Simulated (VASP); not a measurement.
Here is a VASP 6.6.1 calculation.

Contents of POSCAR:

```
HgTe
1.0
    2.9534868717     -3.3921426310      0.0000000000
    2.9534868717      3.3921426310      0.0000000000
    0.0000000000      0.0000000000      5.8546924979
Hg Te
2 2
Direct
    0.3235325388      0.6764674612      0.7500000000
    0.6764674612      0.3235325388      0.2500000000
    0.7700436581      0.2299563419      0.7500000000
    0.2299563419      0.7700436581      0.2500000000
```

The input INCAR.step1:

```
SYSTEM = HgTe
ALGO = Normal ; EDIFF = 1E-4
ENCUT = 520 ; GGA = PE
ISMEAR = 0 ; LASPH = .TRUE.
LCHARG = .FALSE. ; LREAL = .FALSE.
LWAVE = .TRUE. ; NBANDS = 26
NELM = 80 ; PREC = Accurate
SIGMA = 0.1
```

Contents of INCAR.step2:

```
SYSTEM = HgTe
ALGO = Normal ; EDIFF = 1E-7
ENCUT = 520 ; ISIF = 2
ISMEAR = 0 ; ISTART = 1
LASPH = .TRUE. ; LCHARG = .FALSE.
LMIXTAU = .TRUE. ; LREAL = .FALSE.
LWAVE = .FALSE. ; METAGGA = R2SCAN
NBANDS = 26 ; NELM = 80
PREC = Accurate ; SIGMA = 0.1
```

Contents of KPOINTS:

```
k-points
0
G
  10 10 8
  0 0 0
```

Potentials or basis: VASP PAW PBE potentials, release 64 (Hg, Te).

The run is started by

```bash
$ cat potpaw_PBE.64/Hg/POTCAR potpaw_PBE.64/Te/POTCAR > POTCAR
$ cp INCAR.step1 INCAR
$ mpirun -np 1 vasp_std > vasp.out
$ cp INCAR.step2 INCAR
$ mpirun -np 1 vasp_std > vasp.out
```

Task: What does it give for the pressure?

Result: 0.1 GPa.

Task: Estimate the largest force.

Result: 0.013 eV/Å.

Task: Predict the band gap on the k mesh.

Result: Zero (bands 18 and 19 overlap by 2.46 eV).

Forces in eV/Å, atoms in the order of the input:
```
Hg   0.000 -0.001  0.000
Hg   0.000  0.001  0.000
Te   0.000 -0.013  0.000
Te   0.000  0.013  0.000
```

Caveat: the PAW data sets were made with another functional, which shifts forces and pressure a little; spin-orbit coupling is left out, which moves the levels of the heavy elements.
